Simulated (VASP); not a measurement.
# BN (F-43m) in VASP: notebook, part 2 of 2

VASP 6.6.1. Earlier steps stand in the parts before.

## 3. Single point, r2SCAN (volume scaled by 1.03)

POSCAR reads:

```
BN
1.0
    0.0000000000      1.8226843608      1.8226843608
    1.8226843608      0.0000000000      1.8226843608
    1.8226843608      1.8226843608      0.0000000000
B N
1 1
Direct
    0.0000000000      0.0000000000      0.0000000000
    0.7500000000      0.7500000000      0.7500000000
```

INCAR.step1 reads:

```
SYSTEM = BN
PREC = Accurate ; ENCUT = 520
ISMEAR = 0 ; SIGMA = 0.02
LREAL = .False. ; LASPH = .True.
NELM = 60 ; NBANDS = 11
GGA = PE ; ALGO = Normal
EDIFF = 1E-4 ; LWAVE = .True.
LCHARG = .False.
```

INCAR.step2 reads:

```
SYSTEM = BN
PREC = Accurate ; ENCUT = 520
EDIFF = 1E-7 ; ISMEAR = 0
SIGMA = 0.02 ; LREAL = .False.
LASPH = .True. ; NELM = 60
ALGO = Normal ; ISIF = 2
LWAVE = .False. ; LCHARG = .False.
METAGGA = R2SCAN ; LMIXTAU = .True.
NBANDS = 11 ; ISTART = 1
```

KPOINTS reads:

```
Automatic mesh
0
Gamma
  12 12 12
  0 0 0
```

Potentials or basis: VASP PAW PBE potentials, release 64 (B, N).

Run with:

```
cat potpaw_PBE.64/B/POTCAR potpaw_PBE.64/N/POTCAR > POTCAR
cp INCAR.step1 INCAR
mpirun -np 1 vasp_std > vasp.out
cp INCAR.step2 INCAR
mpirun -np 1 vasp_std > vasp.out
```

It took 54 s on 1 thread of Intel Xeon Platinum 8375C at 2.90GHz (Ice Lake), shared host; peak memory 0.12 GiB.

The run converged. Its results:

```yaml
Free_energy: -19.1625 eV
Pressure: -9.9 GPa
Band_gap_on_the_k_mesh: 4.94 eV, indirect (least direct gap 9.40 eV)
```

Levels at points of the mesh, in eV from the valence-band top:
```
           k point  band 1  band 2  band 3  band 4  band 5  band 6  band 7  band 8
(0.00, 0.00, 0.00)  -21.00    0.00    0.00    0.00    9.40    9.40    9.40   10.63
(0.50, 0.00, 0.00)  -16.83  -10.85   -1.97   -1.97   10.45   11.33   11.33   16.13
(0.50, 0.50, 0.00)  -15.44   -9.15   -4.97   -4.97    4.94    9.67   18.86   18.86
```

Caveat: the cell differs from its parent crystal (volume scaled by 1.03); the PAW data sets were made with another functional, which shifts forces and pressure a little. A k mesh can miss the band edges.

## 4. Single point, r2SCAN (volume scaled by 1.06)

POSCAR reads:

```
BN
1.0
    0.0000000000      1.8402112472      1.8402112472
    1.8402112472      0.0000000000      1.8402112472
    1.8402112472      1.8402112472      0.0000000000
B N
1 1
Direct
    0.0000000000      0.0000000000      0.0000000000
    0.7500000000      0.7500000000      0.7500000000
```

INCAR.step1 reads:

```
PREC     = Accurate       # precision mode
ENCUT    = 520            # plane-wave cutoff, eV
ISMEAR   = 0              # smearing method
SIGMA    = 0.02           # smearing width, eV
LREAL    = False          # projectors in reciprocal space
LASPH    = True           # aspherical terms in the spheres
NELM     = 60             # most SCF steps
NBANDS   = 11             # bands
GGA      = PE             # functional
ALGO     = Normal         # electronic algorithm
EDIFF    = 1E-4           # SCF threshold, eV
LWAVE    = True           # write WAVECAR
LCHARG   = False          # write CHGCAR
```

INCAR.step2 reads:

```
PREC     = Accurate       # precision mode
ENCUT    = 520            # plane-wave cutoff, eV
EDIFF    = 1E-6           # SCF threshold, eV
ISMEAR   = 0              # smearing method
SIGMA    = 0.02           # smearing width, eV
LREAL    = False          # projectors in reciprocal space
LASPH    = True           # aspherical terms in the spheres
NELM     = 60             # most SCF steps
ALGO     = Normal         # electronic algorithm
ISIF     = 2              # what is computed and relaxed
LWAVE    = False          # write WAVECAR
LCHARG   = True           # write CHGCAR
METAGGA  = R2SCAN         # meta-GGA
LMIXTAU  = True         
LELF     = True           # ELF
LVHAR    = True         
NBANDS   = 11             # bands
ISTART   = 1
```

KPOINTS reads:

```
Automatic mesh
0
Gamma
  12 12 12
```

Run with:

```
cat potpaw_PBE.64/B/POTCAR potpaw_PBE.64/N/POTCAR > POTCAR
cp INCAR.step1 INCAR
mpirun -np 1 vasp_std > vasp.out
cp INCAR.step2 INCAR
mpirun -np 1 vasp_std > vasp.out
```

It took 44 s on 1 thread of Intel Xeon Platinum 8375C at 2.90GHz (Ice Lake), shared host; peak memory 0.12 GiB.

Results (log left out):

- Free energy: -19.1306 eV
- Pressure: -19.6 GPa
- Band gap on the k mesh: 4.91 eV, indirect (least direct gap 9.26 eV)

Levels at points of the mesh, in eV from the valence-band top:
| k point | band 2 | band 3 | band 4 | band 5 | band 6 | band 7 |
| --- | --- | --- | --- | --- | --- | --- |
| (0.00, 0.00, 0.00) | 0.00 | 0.00 | 0.00 | 9.26 | 9.26 | 9.26 |
| (0.50, 0.00, 0.00) | -10.59 | -1.91 | -1.91 | 10.07 | 11.16 | 11.16 |
| (0.50, 0.50, 0.00) | -8.97 | -4.83 | -4.83 | 4.91 | 9.49 | 18.41 |

Caveat: the cell differs from its parent crystal (volume scaled by 1.06); the PAW data sets were made with another functional, which shifts forces and pressure a little.

## 5. Relaxation of cell and atoms, r2SCAN

This run uses another cell than the first one, of 5.96 Å³/atom, 1.014 times its volume.

POSCAR reads:

```
BN
1.0
    0.0000000000      1.8130010000      1.8130010000
    1.8130010000      0.0000000000      1.8130010000
    1.8130010000      1.8130010000      0.0000000000
B N
1 1
Direct
    0.0000000000      0.0000000000      0.0000000000
    0.7500000000      0.7500000000      0.7500000000
```

INCAR.step1 reads:

```
SYSTEM = BN
PREC     = Accurate       ! precision mode
ENCUT    = 600            ! plane-wave cutoff, eV
ISMEAR   = 0              ! smearing method
SIGMA    = 0.02           ! smearing width, eV
LREAL    = .FALSE.        ! projectors in reciprocal space
LASPH    = .TRUE.         ! aspherical terms in the spheres
NELM     = 100            ! most SCF steps
GGA      = PE             ! functional
ALGO     = Normal         ! electronic algorithm
EDIFF    = 1E-4           ! SCF threshold, eV
LWAVE    = .TRUE.         ! write WAVECAR
LCHARG   = .FALSE.        ! write CHGCAR
```

INCAR.step2 reads:

```
SYSTEM = BN
PREC     = Accurate       ! precision mode
ENCUT    = 600            ! plane-wave cutoff, eV
EDIFF    = 1E-6           ! SCF threshold, eV
ISMEAR   = 0              ! smearing method
SIGMA    = 0.02           ! smearing width, eV
LREAL    = .FALSE.        ! projectors in reciprocal space
LASPH    = .TRUE.         ! aspherical terms in the spheres
NELM     = 100            ! most SCF steps
ALGO     = Normal         ! electronic algorithm
ISIF     = 3              ! what is computed and relaxed
LWAVE    = .FALSE.        ! write WAVECAR
LCHARG   = .FALSE.        ! write CHGCAR
METAGGA  = R2SCAN         ! meta-GGA
LMIXTAU  = .TRUE.       
IBRION   = 2              ! ionic algorithm
NSW      = 100            ! ionic steps
EDIFFG   = -0.005         ! ionic threshold
ISTART   = 1
```

KPOINTS reads:

```
Automatic mesh
0
G
  12 12 12
  0 0 0
```

Run with:

```
cat potpaw_PBE.64/B/POTCAR potpaw_PBE.64/N/POTCAR > POTCAR
cp INCAR.step1 INCAR
mpirun -np 1 vasp_std > vasp.out
cp INCAR.step2 INCAR
mpirun -np 1 vasp_std > vasp.out
```

Wall time 83 s (1 thread of Intel Xeon Platinum 8375C at 2.90GHz (Ice Lake), shared host); peak memory 0.12 GiB.

It converged, with:

| Item | Value |
| --- | --- |
| Free energy | -19.1749 eV |
| Relaxed volume | 5.90 Å³/atom |
| Relaxed cell | a = 2.555 Å, b = 2.555 Å, c = 2.555 Å, α = 60.00°, β = 60.00°, γ = 60.00° |
| Space group after relaxing (to 0.05 Å) | F-43m (No. 216) |
| Energy gained by relaxing | 0.8 meV/atom |
| Ionic steps | 3 |
| Pressure after relaxing | 0.0 GPa |
| Band gap on the k mesh | 4.98 eV, indirect (least direct gap 9.53 eV) |

Step by step:
| step | energy change (eV) | largest force (eV/Å) | pressure (GPa) | volume (Å³) |
| --- | --- | --- | --- | --- |
| 1 | 0.0000 | 0.0000 | -4.02 | 11.92 |
| 2 | 0.0002 | 0.0000 | 4.48 | 11.66 |
| 3 | -0.0016 | 0.0000 | 0.01 | 11.79 |

Final structure:
```xyz
2
Lattice="0.0000 1.8067 1.8067 1.8067 0.0000 1.8067 1.8067 1.8067 0.0000" Properties=species:S:1:pos:R:3 pbc="T T T"
B     0.0000    0.0000    0.0000
N     2.7100    2.7100    2.7100
```

Levels at points of the mesh, in eV from the valence-band top:
```csv
k point,band 1,band 2,band 3,band 4,band 5,band 6,band 7,band 8
"(0.00, 0.00, 0.00)",-21.31,0.00,0.00,0.00,9.53,9.53,9.53,11.09
"(0.50, 0.00, 0.00)",-17.01,-11.10,-2.02,-2.02,10.81,11.48,11.48,16.42
"(0.50, 0.50, 0.00)",-15.58,-9.33,-5.10,-5.10,4.98,9.82,19.28,19.28
```

Caveat: the PAW data sets were made with another functional, which shifts forces and pressure a little. r2SCAN opens gaps a little over a GGA but as a rule still falls short of measured ones.

## 6. Single point, r2SCAN

POSCAR reads:

```
BN
1.0
    0.0000000000      1.8048137555      1.8048137555
    1.8048137555      0.0000000000      1.8048137555
    1.8048137555      1.8048137555      0.0000000000
B N
1 1
Direct
    0.0000000000      0.0000000000      0.0000000000
    0.7500000000      0.7500000000      0.7500000000
```

INCAR.step1 reads:

```
PREC = Accurate
ENCUT = 520
ISMEAR = 0
SIGMA = 0.05
LREAL = F
LASPH = T
NELM = 80
NBANDS = 11
GGA = PE
ALGO = Normal
EDIFF = 1E-4
LWAVE = T
LCHARG = F
```

INCAR.step2 reads:

```
PREC = Accurate
ENCUT = 520
EDIFF = 1E-7
ISMEAR = 0
SIGMA = 0.05
LREAL = F
LASPH = T
NELM = 80
ALGO = Normal
ISIF = 2
LWAVE = F
LCHARG = F
METAGGA = R2SCAN
LMIXTAU = T
NBANDS = 11
ISTART = 1
```

KPOINTS reads:

```
regular mesh
0
Gamma
  10 10 10
```

Potentials or basis: VASP PAW PBE potentials, release 64 (B, N).

Run with:

```
cat potpaw_PBE.64/B/POTCAR potpaw_PBE.64/N/POTCAR > POTCAR
cp INCAR.step1 INCAR
mpirun -np 1 vasp_std > vasp.out
cp INCAR.step2 INCAR
mpirun -np 1 vasp_std > vasp.out
```

It took 14 s on 1 thread of Intel Xeon 6975P-C (Granite Rapids), shared host; peak memory 0.12 GiB.

Results (log left out):

| Item | Value |
| --- | --- |
| Free energy | -19.1716 eV |
| Pressure | 1.2 GPa |
| Band gap on the k mesh | 4.98 eV, indirect (least direct gap 9.55 eV) |

Levels at points of the mesh, in eV from the valence-band top:
```csv
k point,band 2,band 3,band 4,band 5,band 6,band 7
"(0.00, 0.00, 0.00)",0.00,0.00,0.00,9.55,9.55,9.55
"(0.50, 0.00, 0.00)",-11.13,-2.02,-2.02,10.85,11.49,11.49
"(0.50, 0.50, 0.00)",-9.35,-5.12,-5.12,4.98,9.84,19.33
```

Caveat: the PAW data sets were made with another functional, which shifts forces and pressure a little. r2SCAN opens gaps a little over a GGA but as a rule still falls short of measured ones.

## 7. The runs side by side

```csv
task,cell,k mesh,cutoff (eV),smearing,gap on the mesh (eV),pressure (GPa)
single point,"a = 2.552 Å, angles 60.0°, 2 atoms",12 × 12 × 12,520,gaussian 0.02 eV,4.98,1.2
single point,"a = 2.578 Å, angles 60.0°, 2 atoms",12 × 12 × 12,520,gaussian 0.02 eV,4.94,-9.9
single point,"a = 2.602 Å, angles 60.0°, 2 atoms",12 × 12 × 12,520,gaussian 0.02 eV,4.91,-19.6
relaxation of cell and atoms,"relaxed from a = 2.564 Å, angles 60.0°, 2 atoms",12 × 12 × 12,600,gaussian 0.02 eV,4.98,0.0
single point,"a = 2.552 Å, angles 60.0°, 2 atoms",10 × 10 × 10,520,gaussian 0.05 eV,4.98,1.2
```

Alike in all rows: level r2SCAN; potentials or basis VASP PAW PBE potentials, release 64 (B, N); no spin polarisation.

Caveats: the PAW data sets were made with another functional, which shifts forces and pressure a little.

Total energies depend on the potentials used, so only differences within one code and one set of settings carry meaning.
